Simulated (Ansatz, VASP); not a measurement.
# One calculation of CaSe, two programs

File INCAR:

```
SYSTEM = CaSe
ALGO = Normal
EDIFF = 1E-6
ENCUT = 520
ISIF = 2
ISMEAR = 0
LASPH = .TRUE.
LCHARG = .FALSE.
LREAL = .FALSE.
LWAVE = .FALSE.
NBANDS = 15
NELM = 80
PREC = Accurate
SIGMA = 0.05
```

Contents of KPOINTS:

```
k-points
0
G
  8 8 8
  0 0 0
```

Contents of POSCAR:

```
CaSe
1.0
    0.0000000000      3.1054188953      3.7265026744
    3.1054188953      0.0000000000      3.7265026744
    3.1054188953      3.1054188953      0.0000000000
Ca Se
1 1
Direct
    0.0000000000      0.0000000000      0.0000000000
    0.7500000000      0.7500000000      0.7500000000
```

Input for Ansatz:

```yaml
crystal:
  lattice:
    - [0.0, 3.1054188953, 3.7265026744]
    - [3.1054188953, 0.0, 3.7265026744]
    - [3.1054188953, 3.1054188953, 0.0]
  atoms:
    - { symbol: Ca, position: [0.0, 0.0, 0.0] }
    - { symbol: Se, position: [0.75, 0.75, 0.75] }
basis:
  ecutwfc: 420
kpoints:
  mp_grid: { grid: [8, 8, 8] }
hamiltonian:
  xc: lda
scf:
  occupations: { method: gaussian, width: 0.05 }
output:
  forces: true
  stress: true
  eigenvalues: true
```

Alike in both runs: task single point; functional LDA; k mesh 8 × 8 × 8; occupations gaussian, width 0.05 eV; no spin polarisation.

|  | VASP | Ansatz |
| --- | --- | --- |
| version | VASP 6.6.1 | Ansatz 0.2.0 |
| potentials or method | VASP PAW LDA potentials, release 64 (Ca_sv, Se), cutoff 520 eV | scalar-relativistic, plane waves, PAW |
| valence electrons in the cell | 16 | 26 |

Ansatz gave:

```
gap on the k mesh at the Fermi level (eV)                     : 2.39
least direct gap on the mesh (eV)                             : 2.65
pressure (GPa)                                                : -3.3
traceless stress, the component that is largest in VASP (GPa) : -2.06
```

Problem. Estimate VASP's values.

Solution. gap on the k mesh at the Fermi level (eV): 2.40; least direct gap on the mesh (eV): 2.66; pressure (GPa): -3.2; traceless stress, the component that is largest in VASP (GPa): -2.02.

LDA's correlation is that of Perdew and Zunger in VASP and of Perdew and Wang (1992) in Ansatz. VASP's potentials hold 16 valence electrons a cell and Ansatz's 26, so a difference there can come from the potentials and not from the codes.
